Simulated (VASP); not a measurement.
Write the native input for VASP 6.6.1 that does the following.

- Task: single point
- Functional: PBE
- Potentials or basis: VASP PAW PBE potentials, release 64 (Ba_sv, Ti_sv, O)
- Cutoff: 520 eV
- k mesh: 8 × 8 × 8
- Occupations: gaussian, width 0.05 eV
- Spin: no spin polarisation
- Dipole correction: no
- Further INCAR settings: ALGO = Normal; EDIFF = 1e-07; NBANDS = 28

The structure of BaTiO3 lies in POSCAR:

```
BaTiO3
1.0
    4.0192501416      0.0000000000      0.0000000000
    0.0000000000      4.0192501416      0.0000000000
    0.0000000000      0.0000000000      3.7780951331
Ba Ti O
1 1 3
Direct
    0.5000000000      0.5000000000      0.5000000000
    0.0000000000      0.0000000000      0.0000000000
    0.5000000000      0.0000000000      0.0000000000
    0.0000000000      0.5000000000      0.0000000000
    0.0000000000      0.0000000000      0.5000000000
```

This cell differs from its parent crystal: strain -0.0600 x Voigt [0, 0, 1, 0, 0, 0].

These files were run (other wordings do the same):

INCAR

```
PREC = Accurate ; ENCUT = 520
EDIFF = 1E-7 ; ISMEAR = 0
SIGMA = 0.05 ; LREAL = False
LASPH = True ; NELM = 100
ALGO = Normal ; ISIF = 2
LWAVE = False ; LCHARG = False
GGA = PE ; NBANDS = 28
```

KPOINTS

```
Automatic mesh
0
Gamma
  8 8 8
```

Potentials or basis: VASP PAW PBE potentials, release 64 (Ba_sv, Ti_sv, O).

Run with:

```sh
$ cat potpaw_PBE.64/Ba_sv/POTCAR potpaw_PBE.64/Ti_sv/POTCAR potpaw_PBE.64/O/POTCAR > POTCAR
$ mpirun -np 1 vasp_std > vasp.out
```

Results of the run:

```json
{"Pressure": "14.8 GPa", "Band gap on the k mesh": "1.69 eV, indirect (least direct gap 1.79 eV)"}
```

Caveat: the cell differs from its parent crystal (strain -0.0600 x Voigt [0, 0, 1, 0, 0, 0]); spin-orbit coupling is left out, which moves the levels of the heavy elements.

Run time: 57 s on 1 thread of Intel(R) Xeon(R) 6975P-C (Granite Rapids), with other jobs on the host, peak memory 0.25 GiB.
